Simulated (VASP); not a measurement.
# LiRu12 (a cell with a defect): single point with PBE

The system is LiRu12 (a cell with a defect).

```xyz
13
Lattice="5.4000 0.0000 0.0000 -4.0500 7.0148 0.0000 0.0000 0.0000 4.2768" Properties=species:S:1:pos:R:3 pbc="T T T"
Ru   -0.1557    0.0238   -0.0160
Ru   -0.1259    1.5794    2.0450
Ru   -1.3552    2.3381   -0.0990
Ru   -1.3760    3.9865    2.1490
Ru   -2.6850    4.9866   -0.1601
Ru   -2.7785    6.3306    2.0474
Ru    2.6471    0.0914   -0.0162
Ru    2.6211    1.5649    2.1339
Ru    1.1171    2.1692   -0.1590
Ru    1.2003    3.9964    2.2855
Ru   -0.0413    4.6928    0.0537
Ru   -0.1074    6.2583    2.1030
Li    2.4216    3.3026    5.0555
```

```
Program             : VASP 6.6.1
Task                : single point
Functional          : PBE
Potentials or basis : VASP PAW PBE potentials, release 64 (Ru_pv, Li_sv)
Cutoff              : 650 eV
k mesh              : 4 × 3 × 4
Occupations         : gaussian, width 0.15 eV
Spin                : no spin polarisation
```

- Pressure: 27.7 GPa
- Largest force: 0.992 eV/Å
- Band gap on the k mesh: zero (an odd number of electrons rules out a gap without spin polarisation)

Forces in eV/Å, atoms in the order of the input:
```
Ru   0.141  0.043 -0.096
Ru   0.032  0.042 -0.144
Ru  -0.047  0.051 -0.150
Ru   0.064  0.063  0.012
Ru  -0.135 -0.237 -0.204
Ru  -0.014 -0.050 -0.119
Ru  -0.062 -0.062 -0.061
Ru  -0.001 -0.151 -0.011
Ru   0.080  0.232 -0.220
Ru  -0.181  0.117  0.095
Ru  -0.062  0.032  0.018
Ru   0.011  0.057 -0.087
Li   0.174 -0.137  0.967
```

Stress tensor (GPa, compression positive):
```
26.26  3.76 -1.62
 3.76 29.77  0.74
-1.62  0.74 27.10
```

Levels at points of the mesh, in eV from the Fermi level:
```csv
k point,band 82,band 83,band 84,band 85,band 86,band 87,band 88,band 89
"(0.00, 0.00, 0.00)",-0.59,-0.02,0.08,0.22,0.28,0.35,0.54,0.67
"(0.50, 0.00, 0.00)",-1.01,-0.86,-0.79,-0.70,-0.39,-0.32,-0.14,-0.06
"(0.00, 0.00, 0.50)",-0.82,-0.74,-0.07,0.12,0.24,0.35,0.46,0.54
"(0.50, 0.00, 0.50)",-1.25,-1.10,-0.94,-0.84,0.02,0.25,0.28,0.55
```

It took 15 min on 1 thread of Intel(R) Xeon(R) Platinum 8259CL CPU @ 2.50GHz (Skylake/Cascade Lake), with other jobs on the host, peak memory 0.57 GiB.

Caveat: the k points lie up to 0.37 Å⁻¹ apart, too coarse for converged energies and pressures of a metal.
